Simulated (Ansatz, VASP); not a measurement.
Re: VASP beside Ansatz

```xyz
1
Lattice="0.0000 2.2812 1.5111 2.2812 0.0000 1.5111 2.2812 2.2812 0.0000" Properties=species:S:1:pos:R:3 pbc="T T T"
Re    0.0000    0.0000    0.0000
```

Alike in both runs: task single point; functional PBE; k mesh 10 × 10 × 10; occupations gaussian, width 0.15 eV; no spin polarisation.

|  | VASP | Ansatz |
| --- | --- | --- |
| version | VASP 6.6.1 | Ansatz 0.2.0 |
| potentials or method | VASP PAW PBE potentials, release 64 (Re_sv_GW), cutoff 560 eV | scalar-relativistic, plane waves, PAW |
| valence electrons in the cell | 15 | 15 |

|  | VASP | Ansatz | Ansatz less VASP |
| --- | --- | --- | --- |
| gap on the k mesh at the Fermi level (eV) | none | none | - |
| pressure (GPa) | -14.6 | -13.2 | +1.42 |
| traceless stress, the component that is largest in VASP (GPa) | -0.05 | -0.05 | +0.005 |

A gap of «none» marks a metal or a gap that the smearing closes.

Spin-orbit coupling is off throughout.
